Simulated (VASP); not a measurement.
Write the native input for VASP 6.6.1 that does the following.

| Property | Result |
| --- | --- |
| Task | relaxation of cell and atoms |
| Functional | LDA |
| Potentials or basis | VASP PAW LDA potentials, release 64 (Mg, S) |
| Cutoff | 600 eV |
| k mesh | 8 × 8 × 8 |
| Occupations | gaussian, width 0.02 eV |
| Spin | no spin polarisation |
| Dipole correction | no |
| Further INCAR settings | ALGO = Normal; EDIFF = 1e-07; IBRION = 2; EDIFFG = -0.005; NSW = 100; ISIF = 3 |

The structure of MgS lies in POSCAR:

```
MgS
1.0
    0.0000000000      2.8331200468      2.8331200468
    2.8331200468      0.0000000000      2.8331200468
    2.8331200468      2.8331200468      0.0000000000
Mg S
1 1
Direct
    0.0000000000      0.0000000000      0.0000000000
    0.7500000000      0.7500000000      0.7500000000
```

The input as run:

INCAR

```
PREC     = Accurate       # precision mode
ENCUT    = 600            # plane-wave cutoff, eV
EDIFF    = 1E-7           # SCF threshold, eV
ISMEAR   = 0              # smearing method
SIGMA    = 0.02           # smearing width, eV
LREAL    = F              # projectors in reciprocal space
LASPH    = T              # aspherical terms in the spheres
NELM     = 100            # most SCF steps
ALGO     = Normal         # electronic algorithm
ISIF     = 3              # what is computed and relaxed
LWAVE    = F              # write WAVECAR
LCHARG   = F              # write CHGCAR
IBRION   = 2              # ionic algorithm
NSW      = 100            # ionic steps
EDIFFG   = -0.005         # ionic threshold
```

KPOINTS

```
regular mesh
0
Gamma
  8 8 8
```

Potentials or basis: VASP PAW LDA potentials, release 64 (Mg, S).

Launch:

```console
$ cat potpaw_LDA.64/Mg/POTCAR potpaw_LDA.64/S/POTCAR > POTCAR
$ mpirun -np 1 vasp_std > vasp.out
```

It gave:

```yaml
Relaxed_volume: 21.77 Å³/atom
Relaxed_cell: a = 3.949 Å, b = 3.949 Å, c = 3.949 Å, α = 60.00°, β = 60.00°, γ = 60.00°
Space_group_after_relaxing_to_0.05_Å: F-43m (No. 216)
Energy_gained_by_relaxing: 7.9 meV/atom
Ionic_steps: 3
Pressure_after_relaxing: 0.0 GPa
Band_gap_on_the_k_mesh: 3.40 eV, direct
```

Wall time 7.4 s on 1 thread of Intel(R) Xeon(R) 6975P-C (Granite Rapids), on a shared host, peak memory 0.16 GiB.
